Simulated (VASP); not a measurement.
A run of VASP 6.6.1:

Contents of POSCAR:

```
ScB2
1.0
    3.1740485497      0.0000000000      0.0000000000
   -1.5870242749      2.7488066769      0.0000000000
    0.0000000000      0.0000000000      3.5600359467
Sc B
1 2
Direct
    0.0000000000      0.0000000000      0.0000000000
    0.3333333333      0.6666666667      0.5000000000
    0.6666666667      0.3333333333      0.5000000000
```

Contents of INCAR.step1:

```
ALGO = Normal
EDIFF = 1E-4
ENCUT = 600
GGA = PE
ISMEAR = 0
LASPH = T
LCHARG = F
LREAL = F
LWAVE = T
NELM = 100
PREC = Accurate
SIGMA = 0.1
```

The input INCAR.step2:

```
ALGO = Normal
EDIFF = 1E-6
EDIFFG = -0.01
ENCUT = 600
IBRION = 2
ISIF = 4
ISMEAR = 0
ISTART = 1
LASPH = T
LCHARG = F
LMIXTAU = T
LREAL = F
LWAVE = F
METAGGA = R2SCAN
NELM = 100
NSW = 50
PREC = Accurate
SIGMA = 0.1
```

KPOINTS

```
k-points
0
Gamma
  15 15 12
```

Potentials or basis: VASP PAW PBE potentials, release 64 (Sc_sv, B).

Command:

```console
$ cat potpaw_PBE.64/Sc_sv/POTCAR potpaw_PBE.64/B/POTCAR > POTCAR
$ cp INCAR.step1 INCAR
$ mpirun -np 1 vasp_std > vasp.out
$ cp INCAR.step2 INCAR
$ mpirun -np 1 vasp_std > vasp.out
```

Hardware: 1 thread of Intel Xeon 8259CL (shared host).

**Question.** Estimate the wall time of this run.

**Answer.** Run time: 7.4 min on 1 thread of Intel Xeon 8259CL (shared host), peak memory 0.24 GiB. Counts: k points 189, ion steps 2.
